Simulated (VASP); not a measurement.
The system is MgO.

```
Mg O
1.0
     3.26308    0.00000    0.00000
    -1.63154    2.82591    0.00000
     0.00000    0.00000    4.91554
Mg O
2 2
Direct
  0.66667 0.33333 0.50216
  0.33333 0.66667 0.00216
  0.66667 0.33333 0.90244
  0.33333 0.66667 0.40244
```

This cell differs from its parent crystal: volume scaled by 0.96.

Base run:

```yaml
Program: VASP 6.6.1
Functional: PBEsol
Potentials_or_basis: VASP PAW PBE potentials, release 64 (Mg, O)
Cutoff: 520 eV
k_mesh: 9 × 9 × 6
Occupations: fermi-dirac, width 0.05 eV
Spin: no spin polarisation
```

Its results: band gap on the k mesh 3.57 eV, direct; pressure 5.6 GPa; largest force 0.032 eV/Å.

The run is repeated on the same cell with these changes: functional from PBEsol to r2SCAN. What comes out?

Band gap on the k mesh 4.37 eV, direct; pressure 4.5 GPa; largest force 0.015 eV/Å.

r2SCAN gives the wider gap, since meta-GGAs in the generalised Kohn-Sham scheme recover part of the derivative discontinuity.

Caveats: the PAW data sets were made with another functional, which shifts forces and pressure a little.

A k mesh can miss the band edges.
